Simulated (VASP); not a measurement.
# Rh (Fm-3m) in VASP: a series of runs, part 2 of 2

VASP 6.6.1.

### Step 3. Relaxation of volume and atoms at fixed shape, LDA

This run uses another cell than the first one, of 13.67 Å³/atom, 1.029 times its volume.

INCAR reads:

```
ALGO = Normal ; EDIFF = 1E-7
EDIFFG = -0.02 ; ENCUT = 500
GGA_COMPAT = False ; IBRION = 2
ISIF = 8 ; ISMEAR = 0
LASPH = True ; LCHARG = False
LREAL = False ; LWAVE = False
NELM = 120 ; NELMIN = 4
NSW = 60 ; PREC = Accurate
SIGMA = 0.1
```

KPOINTS reads:

```
k-points
0
Gamma
  8 8 8
```

POSCAR reads:

```
Rh
1.0
    0.0000000000      1.8978500000      1.8978500000
    1.8978500000      0.0000000000      1.8978500000
    1.8978500000      1.8978500000      0.0000000000
Rh
1
Direct
    0.0000000000      0.0000000000      0.0000000000
```

Potentials or basis: VASP PAW LDA potentials, release 64 (Rh_pv).

On the command line:

```console
$ cat potpaw_LDA.64/Rh_pv/POTCAR > POTCAR
$ mpirun -np 1 vasp_std > vasp.out
```

OUTCAR:

```text
EDIFF = 1E-7
   EDIFFG = -0.02
   ENCUT = 500
   IBRION = 2
   ISIF = 8
   ISMEAR = 0
   LASPH = True
   LREAL = False
   NELM = 120
   NELMIN = 4
   NSW = 60
   PREC = Accurate

 ion  position               nearest neighbor table
   1  0.000  0.000  0.000-

  LATTYP: Found a face centered cubic cell.
 ALAT       =     3.7957000000

  Lattice vectors:

 A1 = (   0.0000000000,   1.8978500000,   1.8978500000)
 A2 = (   1.8978500000,   0.0000000000,   1.8978500000)
 A3 = (   1.8978500000,   1.8978500000,   0.0000000000)

Analysis of symmetry for initial positions (statically):
[... 33 lines left out ...]
                                     Primitive cell

  volume of cell :      13.6715

  direct lattice vectors                    reciprocal lattice vectors
     0.000000000  1.897850000  1.897850000    -0.263456016  0.263456016  0.263456016
     1.897850000  0.000000000  1.897850000     0.263456016 -0.263456016  0.263456016
     1.897850000  1.897850000  0.000000000     0.263456016  0.263456016 -0.263456016

  length of vectors
     2.683965209  2.683965209  2.683965209     0.456319205  0.456319205  0.456319205

  position of ions in fractional coordinates (direct lattice)
     0.000000000  0.000000000  0.000000000

  ion indices of the primitive-cell ions
   primitive index   ion index
                 1           1

----------------------------------------------------------------------------------------

 KPOINTS: k-points

Automatic generation of k-mesh.
 Grid dimensions read from file:
 generate k-points for:    8    8    8

 Generating k-lattice:

  Cartesian coordinates                     Fractional coordinates (reciprocal lattice)
    -0.032932002  0.032932002  0.032932002     0.125000000  0.000000000  0.000000000
     0.032932002 -0.032932002  0.032932002     0.000000000  0.125000000  0.000000000
     0.032932002  0.032932002 -0.032932002     0.000000000  0.000000000  0.125000000

  Length of vectors
     0.057039901  0.057039901  0.057039901

  Shift w.r.t. Gamma in fractional coordinates (k-lattice)
[... 83 lines left out ...]
 conjugate gradient relaxation of ions
 non-spin polarized calculation
 Gauss-broadening in eV      SIGMA  =   0.10
  energy-cutoff  :      500.00
  volume of cell :       13.67
 maximum number of plane-waves:       360
   NGX =  9   NGY =  9   NGZ =  9

--------------------------------------- Ionic step        1  -------------------------------------------

 number of electron      15.0000007 magnetization

 Free energy of the ion-electron system (eV)
  ---------------------------------------------------
  ext. energy  EPLUGINS =         0.00000000
  ---------------------------------------------------
  free energy    TOTEN  =        -8.64105039 eV

  energy without entropy =       -8.63096326  energy(sigma->0) =       -8.63600682

------------------------ aborting loop because EDIFF is reached ----------------------------------------

  FORCE on cell =-STRESS in cart. coord.  units (eV):
  Direction    XX          YY          ZZ          XY          YZ          ZX
  --------------------------------------------------------------------------------------
  -------------------------------------------------------------------------------------
  Total       -0.6805796     -0.6805796     -0.6805796      0.0000000     -0.0000000      0.0000000
  in kB      -79.7579324    -79.7579324    -79.7579324      0.0000000     -0.0000000      0.0000000
  external PRESSURE =     -79.7579324 kB  Pullay stress =       0.0000000 kB
[... 92 lines left out ...]
--------------------------------------- Ionic step        4  -------------------------------------------

 number of electron      15.0000003 magnetization

 Free energy of the ion-electron system (eV)
  ---------------------------------------------------
  ext. energy  EPLUGINS =         0.00000000
  ---------------------------------------------------
  free energy    TOTEN  =        -8.65050415 eV

  energy without entropy =       -8.64106452  energy(sigma->0) =       -8.64578434

 E-fermi :  12.3694     XC(G=0): -14.5593

 val. band max:       12.3401454561   @ k =  -0.3750   0.2500   0.0000
 cond. band min:      12.4467799312   @ k =   0.3750   0.0000   0.0000
 fundamental gap:      0.1066344752
 Fermi energy:        12.3694493777

 k-point     1 :       0.0000    0.0000    0.0000
  band No.  band energies     occupation
      1     -33.8524      2.00000
      2     -33.8524      2.00000
      3     -33.8524      2.00000
      4       4.0565      2.00000
      5       9.0767      2.00000
      6       9.0767      2.00000
      7       9.0767      2.00000
      8      11.3312      2.00000
      9      11.3312      2.00000
     10      28.2376      0.00000
     11      32.6619      0.00000
[... 309 lines left out ...]
 k-point    24 :      -0.3750    0.2500    0.1250
  band No.  band energies     occupation
      1     -34.5763      2.00000
      2     -34.1877      2.00000
      3     -34.0379      2.00000
      4       7.0636      2.00000
      5       7.9636      2.00000
      6       9.5317      2.00000
      7      10.2304      2.00000
      8      12.7618      0.00000
      9      17.9072      0.00000
     10      21.0175      0.00000
     11      28.6401      0.00000

 [... further k-points ...]
[... 5 lines left out ...]
  --------------------------------------------------------------------------------------
  -------------------------------------------------------------------------------------
  Total        0.0008895      0.0008895      0.0008895      0.0000000      0.0000000      0.0000000
  in kB        0.1071467      0.1071467      0.1071467      0.0000000      0.0000000      0.0000000
  external PRESSURE =       0.1071467 kB  Pullay stress =       0.0000000 kB
[... 16 lines left out ...]
  FREE ENERGIE OF THE ION-ELECTRON SYSTEM (eV)
  ---------------------------------------------------
  free  energy   TOTEN  =        -8.6505041475 eV

  energy  without entropy=       -8.6410645234  energy(sigma->0) =       -8.64578434

 reached required accuracy - stopping structural energy minimisation
```

Wall time 22 s (1 thread of AMD EPYC 7R13, shared host); peak memory 0.09 GiB.

What came out:

* Free energy: -8.6505 eV
* Relaxed volume: 13.30 Å³/atom
* Relaxed cell: a = 2.660 Å, b = 2.660 Å, c = 2.660 Å, α = 60.00°, β = 60.00°, γ = 60.00°
* Space group after relaxing (to 0.05 Å): Fm-3m (No. 225)
* Energy gained by relaxing: 9.5 meV/atom
* Ionic steps: 4
* Pressure after relaxing: 0.0 GPa

The path:
```
step  energy change (eV)  largest force (eV/Å)  pressure (GPa)  volume (Å³)
   1              0.0000                0.0000           -7.98        13.67
   2              0.0643                0.0000           27.25        12.37
   3             -0.0094                0.0000           -0.28        13.31
   4             -0.0095                0.0000            0.01        13.30
```

Final structure:
```yaml
crystal:
  lattice:
    - [0.00000, 1.88057, 1.88057]
    - [1.88057, 0.00000, 1.88057]
    - [1.88057, 1.88057, 0.00000]
  atoms:
    - { symbol: Rh, position: [0.00000, 0.00000, 0.00000] }
```

LDA usually gives volumes a few per cent too small. Zero-point motion and thermal expansion aren't in these numbers.
